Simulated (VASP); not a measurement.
A run of VASP 6.6.1:

File INCAR:

```
PREC = Accurate
ENCUT = 600
EDIFF = 1E-6
ISMEAR = 1
SIGMA = 0.01
LREAL = F
LASPH = T
NELM = 80
ALGO = Normal
ISIF = 3
LWAVE = F
LCHARG = F
GGA = PS
IBRION = 2
NSW = 80
EDIFFG = -0.01
```

KPOINTS

```
regular mesh
0
Gamma
  4 4 4
```

Contents of POSCAR:

```
NaSe
1.0
    0.0000000000      2.9932610000      2.9932610000
    2.9932610000      0.0000000000      2.9932610000
    2.9932610000      2.9932610000      0.0000000000
Na Se
1 1
Direct
    0.0000000000      0.0000000000      0.0000000000
    0.5000000000      0.5000000000      0.5000000000
```

Potentials or basis: VASP PAW PBE potentials, release 64 (Na_pv, Se).

The run is started by

```console
$ cat potpaw_PBE.64/Na_pv/POTCAR potpaw_PBE.64/Se/POTCAR > POTCAR
$ mpirun -np 1 vasp_std > vasp.out
```

Hardware: 1 thread of Intel(R) Xeon(R) Platinum 8259CL CPU @ 2.50GHz (Skylake/Cascade Lake), with other jobs on the host.

Problem. Estimate the wall time of this run.

Solution. It took 20 s on 1 thread of Intel(R) Xeon(R) Platinum 8259CL CPU @ 2.50GHz (Skylake/Cascade Lake), with other jobs on the host, peak memory 0.21 GiB. Counts: scf iterations 30, k points 8, ion steps 4.
